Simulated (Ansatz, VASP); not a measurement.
## Two plane-wave programs on C

```
C
1.0
     3.56028    0.00000    0.00000
     0.00000   -3.56028    0.00000
     0.00000    0.00000   -3.56028
C
8
Direct
  0.50000 0.00000 0.98245
  0.00000 0.50000 0.00000
  0.00000 0.00000 0.50000
  0.50000 0.50000 0.50000
  0.75000 0.75000 0.75000
  0.25000 0.25000 0.75000
  0.25000 0.75000 0.25000
  0.75000 0.25000 0.25000
```

Alike in both runs: task single point; functional r2SCAN; k mesh 6 × 6 × 6; occupations gaussian, width 0.05 eV; no spin polarisation.

|  | VASP | Ansatz |
| --- | --- | --- |
| version | VASP 6.6.1 | Ansatz 0.2.0 |
| potentials or method | VASP PAW PBE potentials, release 64 (C), cutoff 520 eV | scalar-relativistic, plane waves, PAW |
| valence electrons in the cell | 32 | 32 |

```tsv
	VASP	Ansatz	Ansatz less VASP
gap on the k mesh at the Fermi level (eV)	4.08	4.11	+0.030
least direct gap on the mesh (eV)	4.44	4.46	+0.024
pressure (GPa)	1.5	0.4	-1.11
traceless stress, the component that is largest in VASP (GPa)	0.59	0.51	-0.080
rms of the force components (eV/Å)	0.665	0.661	-0.0033
```

VASP's potentials were made for PBE, not for r2SCAN. Atom by atom the forces differ by 0.005 eV/Å (rms over components).
